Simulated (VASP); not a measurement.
# LiF (rocksalt type) (Fm-3m) in VASP: further runs

The runs below take LiF (rocksalt type) through single point, with PBE.

Program: VASP 6.6.1. These are calculated values, not measurements. Logs are shortened: lines on timing, memory, paths and dates and some standing lists are left out, and cuts for length are marked.

## Step 1: The cell of the first run

Symmetry: Fm-3m, No. 225, cubic system. The conventional cell has a = 4.068 Å, b = 4.068 Å, c = 4.068 Å, α = 90.00°, β = 90.00°, γ = 90.00°. Within 2.7 Å of Li (site symmetry m-3m) lie 6 F at 2.03 Å. Within 2.7 Å of F (site symmetry m-3m) lie 6 Li at 2.03 Å.

## Step 2: Single point, PBE

File INCAR:

```
PREC     = Accurate       # precision mode
ENCUT    = 520            # plane-wave cutoff, eV
EDIFF    = 1E-6           # SCF threshold, eV
ISMEAR   = -1             # smearing method
SIGMA    = 0.03           # smearing width, eV
LREAL    = F              # projectors in reciprocal space
LASPH    = T              # aspherical terms in the spheres
NELM     = 60             # most SCF steps
ALGO     = Normal         # electronic algorithm
ISIF     = 2              # what is computed and relaxed
LWAVE    = F              # write WAVECAR
LCHARG   = F              # write CHGCAR
GGA      = PE             # functional
NBANDS   = 12             # bands
```

File KPOINTS:

```
regular mesh
0
Gamma
  14 14 14
```

File POSCAR:

```
LiF
1.0
    0.0000000000      2.0340519226      2.0340519226
    2.0340519226      0.0000000000      2.0340519226
    2.0340519226      2.0340519226      0.0000000000
Li F
1 1
Direct
    0.0000000000      0.0000000000      0.0000000000
    0.5000000000      0.5000000000      0.5000000000
```

Potentials or basis: VASP PAW PBE potentials, release 64 (Li_sv, F).

Command:

```console
cat potpaw_PBE.64/Li_sv/POTCAR potpaw_PBE.64/F/POTCAR > POTCAR
mpirun -np 1 vasp_std > vasp.out
```

OUTCAR:

```text
PREC = Accurate
   ENCUT = 520
   EDIFF = 1E-6
   ISMEAR = -1
   LREAL = F
   LASPH = T
   NELM = 60
   ISIF = 2
   GGA = PE

 ion  position               nearest neighbor table
   1  0.000  0.000  0.000-   2 2.03   2 2.03   2 2.03   2 2.03   2 2.03   2 2.03
   2  0.500  0.500  0.500-   1 2.03   1 2.03   1 2.03   1 2.03   1 2.03   1 2.03

  LATTYP: Found a face centered cubic cell.
 ALAT       =     4.0681038452

  Lattice vectors:

 A1 = (   0.0000000000,   2.0340519226,   2.0340519226)
 A2 = (   2.0340519226,   0.0000000000,   2.0340519226)
 A3 = (   2.0340519226,   2.0340519226,   0.0000000000)

Analysis of symmetry for initial positions (statically):
=====================================================================
 Subroutine PRICEL returns:
 Original cell was already a primitive cell.

 Routine SETGRP: Setting up the symmetry group for a
 face centered cubic supercell.

 Subroutine GETGRP returns: Found 48 space group operations
 (whereof 48 operations were pure point group operations)
 out of a pool of 48 trial point group operations.

The static configuration has the point symmetry O_h .

Analysis of symmetry for dynamics (positions and initial velocities):
=====================================================================
 Subroutine PRICEL returns:
 Original cell was already a primitive cell.

 Routine SETGRP: Setting up the symmetry group for a
 face centered cubic supercell.

 Subroutine GETGRP returns: Found 48 space group operations
 (whereof 48 operations were pure point group operations)
 out of a pool of 48 trial point group operations.

The dynamic configuration has the point symmetry O_h .

 Subroutine INISYM returns: Found 48 space group operations
 (whereof 48 operations are pure point group operations),
 and found     1 'primitive' translations

----------------------------------------------------------------------------------------

                                     Primitive cell

  volume of cell :      16.8312

  direct lattice vectors                    reciprocal lattice vectors
     0.000000000  2.034051923  2.034051923    -0.245814767  0.245814767  0.245814767
     2.034051923  0.000000000  2.034051923     0.245814767 -0.245814767  0.245814767
     2.034051923  2.034051923  0.000000000     0.245814767  0.245814767 -0.245814767

  length of vectors
     2.876583816  2.876583816  2.876583816     0.425763666  0.425763666  0.425763666

  position of ions in fractional coordinates (direct lattice)
     0.000000000  0.000000000  0.000000000
     0.500000000  0.500000000  0.500000000

  ion indices of the primitive-cell ions
   primitive index   ion index
                 1           1
                 2           2

----------------------------------------------------------------------------------------

 KPOINTS: regular mesh

Automatic generation of k-mesh.
 Grid dimensions read from file:
 generate k-points for:   14   14   14

 Generating k-lattice:

  Cartesian coordinates                     Fractional coordinates (reciprocal lattice)
    -0.017558198  0.017558198  0.017558198     0.071428571  0.000000000  0.000000000
     0.017558198 -0.017558198  0.017558198     0.000000000  0.071428571  0.000000000
     0.017558198  0.017558198 -0.017558198     0.000000000  0.000000000  0.071428571

  Length of vectors
     0.030411690  0.030411690  0.030411690

  Shift w.r.t. Gamma in fractional coordinates (k-lattice)
     0.000000000  0.000000000  0.000000000

 Subroutine IBZKPT returns following result:
 ===========================================

 Found    104 irreducible k-points:

 Following reciprocal coordinates:
            Coordinates               Weight
  0.000000  0.000000  0.000000      1.000000
  0.071429  0.000000  0.000000      8.000000
  0.142857  0.000000  0.000000      8.000000
  0.214286  0.000000  0.000000      8.000000
  0.285714  0.000000  0.000000      8.000000
  0.357143  0.000000  0.000000      8.000000
[... 16 lines left out ...]
  0.214286  0.142857  0.000000     24.000000
  0.285714  0.142857  0.000000     24.000000
 [... further k-points ...]
   k-points           NKPTS =    104   k-points in BZ     NKDIM =    104   number of bands    NBANDS=     12
   number of dos      NEDOS =    301   number of ions     NIONS =      2
   total plane-waves  NPLWV =  13824
   dimension x,y,z NGX =    24 NGY =   24 NGZ =   24
   dimension x,y,z NGXF=    48 NGYF=   48 NGZF=   48
   ions per type =               1   1
   NGX,Y,Z   is equivalent  to a cutoff of  13.87, 13.87, 13.87 a.u.
   NGXF,Y,Z  is equivalent  to a cutoff of  27.74, 27.74, 27.74 a.u.
 SYSTEM =  unknown system
   PREC   = accura    normal or accurate (medium, high low for compatibility)
   ISTART =      0    job   : 0-new  1-cont  2-samecut
   ICHARG =      2    charge: 1-file 2-atom 10-const
   ISPIN  =      1    spin polarized calculation?
   LNONCOLLINEAR =      F non collinear calculations
   LSORBIT =      F    spin-orbit coupling
   LASPH  =      T    aspherical Exc in radial PAW
   ENCUT  =  520.0 eV  38.22 Ry    6.18 a.u.   5.35  5.35  5.35*2*pi/ulx,y,z
   NELM   =     60;   NELMIN=  2; NELMDL= -5     # of ELM steps
   EDIFF  = 0.1E-05   stopping-criterion for ELM
   LREAL  =      F    real-space projection
   EDIFFG = 0.1E-04   stopping-criterion for IOM
   NSW    =      0    number of steps for IOM
   IBRION =     -1    ionic relax: 0-MD 1-quasi-New 2-CG
   NFREE  =      0    steps in history (QN), initial steepest desc. (CG)
   ISIF   =      2    stress and relaxation
   ISYM   =      2    0-nonsym 1-usesym 2-fastsym
   POTIM  = 0.5000    time-step for ionic-motion
   TEBEG  =    0.0;   TEEND  =   0.0 temperature during run
   PSTRESS=    0.0 pullay stress
   NELECT =      10.0000    total number of electrons
   NUPDOWN=      -1.0000    fix difference up-down
   EMIN   =  10.00;   EMAX   =-10.00  energy-range for DOS
   EFERMI =   0.00;   METHOD = LEGACY
   ISMEAR =    -1;   SIGMA  =   0.03  broadening in eV -4-tet -1-fermi 0-gaus
   EFERMI_NEDOS =   21; number of points for ismear=-14 and -15
   IALGO  =     38    algorithm
   IMIX   =      4    mixing-type and parameters
     AMIX     =   0.40;   BMIX     =  1.00
     AMIX_MAG =   1.60;   BMIX_MAG =  1.00
  volume/ion in A,a.u.               =       8.42        56.79
  Fermi-wavevector in a.u.,A,eV,Ry     =   1.376267  2.600768 25.770955  1.894112
  Thomas-Fermi vector in A             =   2.501528
   LORBIT       =      0    0 simple, 1 ext, 2 COOP (PROOUT), +10 PAW based schemes
   GGA     = PE    functional components
   LHFCALC =     F    Hartree Fock is set to
   AEXX    =    0.0000 exact exchange contribution
   IVDW    =     0    specifies the selected vdW correction
   LEPSILON=     F    determine dielectric tensor
   LRPA    =     F    only Hartree local field effects (RPA)
 non-spin polarized calculation
  energy-cutoff  :      520.00
  volume of cell :       16.83
 maximum number of plane-waves:       466
 NGX is ok and might be reduce to    24
   NGX = 11   NGY = 11   NGZ = 11

 number of electron      10.0000000 magnetization

 number of electron       9.9999992 magnetization

 Free energy of the ion-electron system (eV)
  ---------------------------------------------------
  ext. energy  EPLUGINS =         0.00000000
  ---------------------------------------------------
  free energy    TOTEN  =        -9.64087805 eV

  energy without entropy =       -9.64087805  energy(sigma->0) =       -9.64087805

 E-fermi :  -0.5370     XC(G=0):  -9.8385

 val. band max:       -1.1940154102   @ k =  -0.0714   0.0714   0.0000
 cond. band min:       7.6334746222   @ k =   0.0000   0.0000   0.0000
 fundamental gap:      8.8274900325
 Fermi energy:        -0.5369980805

 k-point     1 :       0.0000    0.0000    0.0000
  band No.  band energies     occupation
      1     -42.1842      2.00000
      2     -21.0887      2.00000
      3      -1.1947      2.00000
      4      -1.1947      2.00000
      5      -1.1947      2.00000
      6       7.6335      0.00000
      7      22.3804      0.00000
      8      22.3805      0.00000
      9      22.3805      0.00000
     10      22.8364      0.00000
     11      22.8364      0.00000
     12      22.8364      0.00000

 k-point     2 :       0.0714    0.0000    0.0000
  band No.  band energies     occupation
      1     -42.1817      2.00000
      2     -21.0694      2.00000
      3      -1.3413      2.00000
      4      -1.2061      2.00000
      5      -1.2061      2.00000
      6       7.7892      0.00000
      7      20.6210      0.00000
      8      21.5976      0.00000
      9      21.5977      0.00000
     10      23.5067      0.00000
     11      23.5067      0.00000
     12      23.6185      0.00000

 k-point     3 :       0.1429    0.0000    0.0000
  band No.  band energies     occupation
      1     -42.1746      2.00000
      2     -21.0155      2.00000
      3      -1.7305      2.00000
      4      -1.2377      2.00000
      5      -1.2377      2.00000
      6       8.1892      0.00000
      7      18.6562      0.00000
      8      20.5483      0.00000
      9      20.5483      0.00000
     10      24.2024      0.00000
     11      24.3728      0.00000
     12      24.3728      0.00000
[... 286 lines left out ...]
 k-point    23 :       0.2143    0.1429    0.0000
  band No.  band energies     occupation
      1     -42.1639      2.00000
      2     -20.9242      2.00000
      3      -2.0628      2.00000
      4      -1.4644      2.00000
      5      -1.4389      2.00000
      6       8.9274      0.00000
      7      17.9330      0.00000
      8      19.3769      0.00000
      9      19.5365      0.00000
     10      20.7203      0.00000
     11      27.9543      0.00000
     12      28.0458      0.00000

 k-point    24 :       0.2857    0.1429    0.0000
  band No.  band energies     occupation
      1     -42.1540      2.00000
      2     -20.8400      2.00000
      3      -2.5296      2.00000
      4      -1.5353      2.00000
      5      -1.5126      2.00000
      6       9.4604      0.00000
      7      16.4911      0.00000
      8      18.6317      0.00000
      9      18.9864      0.00000
     10      21.7527      0.00000
     11      28.7439      0.00000
     12      28.8137      0.00000

 [... further k-points ...]

------------------------ aborting loop because EDIFF is reached ----------------------------------------

  FORCE on cell =-STRESS in cart. coord.  units (eV):
  Direction    XX          YY          ZZ          XY          YZ          ZX
  --------------------------------------------------------------------------------------
  -------------------------------------------------------------------------------------
  Total       -0.0492746     -0.0492746     -0.0492746      0.0000000      0.0000000     -0.0000000
  in kB       -4.6904851     -4.6904851     -4.6904851      0.0000000      0.0000000     -0.0000000
  external PRESSURE =      -4.6904851 kB  Pullay stress =       0.0000000 kB

 VOLUME and BASIS-vectors are now :
 -----------------------------------------------------------------------------
  energy-cutoff  :      520.00
  volume of cell :       16.83
      direct lattice vectors                 reciprocal lattice vectors
     0.000000000  2.034051923  2.034051923    -0.245814767  0.245814767  0.245814767
     2.034051923  0.000000000  2.034051923     0.245814767 -0.245814767  0.245814767
     2.034051923  2.034051923  0.000000000     0.245814767  0.245814767 -0.245814767

 POSITION                                       TOTAL-FORCE (eV/Angst)
 -----------------------------------------------------------------------------------
      0.00000      0.00000      0.00000        -0.000000     -0.000000      0.000000
      2.03405      2.03405      2.03405         0.000000      0.000000      0.000000
 -----------------------------------------------------------------------------------
    total drift:                               -0.000000     -0.000000      0.000000

  FREE ENERGIE OF THE ION-ELECTRON SYSTEM (eV)
  ---------------------------------------------------
  free  energy   TOTEN  =        -9.6408780484 eV

  energy  without entropy=       -9.6408780484  energy(sigma->0) =       -9.64087805
```

It took 30 s on 1 thread of Intel Xeon 8259CL, shared host; peak memory 0.14 GiB.

What came out:

- Free energy: -9.6409 eV
- Band gap on the k mesh: 8.83 eV

Caveat: the cutoff is under 1.25 times the usual one of these potentials, so pressure, stress and relaxed cells hold a basis-set (Pulay) error. A k mesh can miss the band edges.

## Step 3: Single point, PBE (8.63 Å³/atom)

This run uses another cell than the first one, of 8.63 Å³/atom.

File INCAR:

```
SYSTEM = LiF
PREC = Accurate
ENCUT = 520
EDIFF = 1E-6
ISMEAR = -1
SIGMA = 0.03
LREAL = .FALSE.
LASPH = .TRUE.
NELM = 80
ALGO = Normal
ISIF = 2
LWAVE = .FALSE.
LCHARG = .FALSE.
GGA = PE
NBANDS = 12
```

File KPOINTS:

```
Automatic mesh
0
G
  14 14 14
  0 0 0
```

File POSCAR:

```
LiF
1.0
    0.0000000000      2.0508630314      2.0508630314
    2.0508630314      0.0000000000      2.0508630314
    2.0508630314      2.0508630314      0.0000000000
Li F
1 1
Direct
    0.0000000000      0.0000000000      0.0000000000
    0.5000000000      0.5000000000      0.5000000000
```

Potentials or basis: VASP PAW PBE potentials, release 64 (Li_sv, F).

Command:

```console
cat potpaw_PBE.64/Li_sv/POTCAR potpaw_PBE.64/F/POTCAR > POTCAR
mpirun -np 1 vasp_std > vasp.out
```

It took 28 s on 1 thread of Intel Xeon 8259CL, shared host; peak memory 0.14 GiB.

The run converged. Its results:

| Property | Result |
| --- | --- |
| Free energy | -9.6389 eV |
| Band gap on the k mesh | 8.62 eV |

Levels at points of the mesh, in eV from the valence-band top:
| k point | band 2 | band 3 | band 4 | band 5 | band 6 | band 7 | band 8 | band 9 |
| --- | --- | --- | --- | --- | --- | --- | --- | --- |
| (0.00, 0.00, 0.00) | -19.83 | 0.00 | 0.00 | 0.00 | 8.62 | 23.25 | 23.25 | 23.25 |
| (0.50, 0.00, 0.00) | -19.44 | -2.36 | -0.21 | -0.21 | 10.49 | 16.10 | 18.46 | 18.46 |
| (0.50, 0.50, 0.00) | -19.21 | -2.78 | -0.92 | -0.92 | 14.31 | 16.21 | 16.80 | 19.60 |

Caveat: the cutoff is under 1.25 times the usual one of these potentials, so pressure, stress and relaxed cells hold a basis-set (Pulay) error. A k mesh can miss the band edges.
